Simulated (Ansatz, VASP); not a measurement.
**ZnCu: VASP beside Ansatz**

Contents of INCAR:

```
PREC     = Accurate       # precision mode
ENCUT    = 820            # plane-wave cutoff, eV
EDIFF    = 1E-6           # SCF threshold, eV
ISMEAR   = 0              # smearing method
SIGMA    = 0.15           # smearing width, eV
LREAL    = F              # projectors in reciprocal space
LASPH    = T              # aspherical terms in the spheres
NELM     = 120            # most SCF steps
ALGO     = Normal         # electronic algorithm
ISIF     = 2              # what is computed and relaxed
LWAVE    = F              # write WAVECAR
LCHARG   = T              # write CHGCAR
LELF     = T              # ELF
LVHAR    = T            
NBANDS   = 22             # bands
GGA_COMPAT= F
```

File KPOINTS:

```
Automatic mesh
0
Gamma
  16 16 16
```

The input POSCAR:

```
ZnCu
1.0
    2.9450000000      0.0000000000      0.0000000000
    0.0000000000      2.9450000000      0.0000000000
    0.0000000000      0.0000000000      2.9450000000
Zn Cu
1 1
Direct
    0.4852966824      0.4852966824      0.4852966824
    0.0000000000      0.0000000000      0.0000000000
```

Input for Ansatz:

```yaml
crystal:
  lattice:
    - [2.945, 0.0, 0.0]
    - [0.0, 2.945, 0.0]
    - [0.0, 0.0, 2.945]
  atoms:
    - { symbol: Zn, position: [0.4852966824, 0.4852966824, 0.4852966824] }
    - { symbol: Cu, position: [0.0, 0.0, 0.0] }
basis:
  ecutwfc: 420
kpoints:
  mp_grid: { grid: [16, 16, 16] }
hamiltonian:
  xc: lda
scf:
  occupations: { method: gaussian, width: 0.15 }
output:
  forces: true
  stress: true
  eigenvalues: true
```

Change from the starting cell: all Zn atoms moved +0.075 Å, as atom 1 towards its neighbour atom 2 (Cu) at 2.550 Å.

Alike in both runs: task single point; functional LDA; k mesh 16 × 16 × 16; occupations gaussian, width 0.15 eV; no spin polarisation.

```csv
,VASP,Ansatz
version,VASP 6.6.1,Ansatz 0.2.0
potentials or method,"VASP PAW LDA potentials, release 64 (Zn, Cu_sv_GW), cutoff 820 eV","scalar-relativistic, plane waves, PAW"
valence electrons in the cell,31,31
```

VASP gave:

```
gap on the k mesh at the Fermi level (eV)                     : none
pressure (GPa)                                                : -10.0
traceless stress, the component that is largest in VASP (GPa) : 0.21
rms of the force components (eV/Å)                            : 0.174
```

Which values does Ansatz return?

gap on the k mesh at the Fermi level (eV): none; pressure (GPa): -9.6; traceless stress, the component that is largest in VASP (GPa): 0.20; rms of the force components (eV/Å): 0.171.

LDA's correlation is that of Perdew and Zunger in VASP and of Perdew and Wang (1992) in Ansatz. Atom by atom the forces differ by 0.003 eV/Å (rms over components). A gap of «none» marks a metal or a gap that the smearing closes.
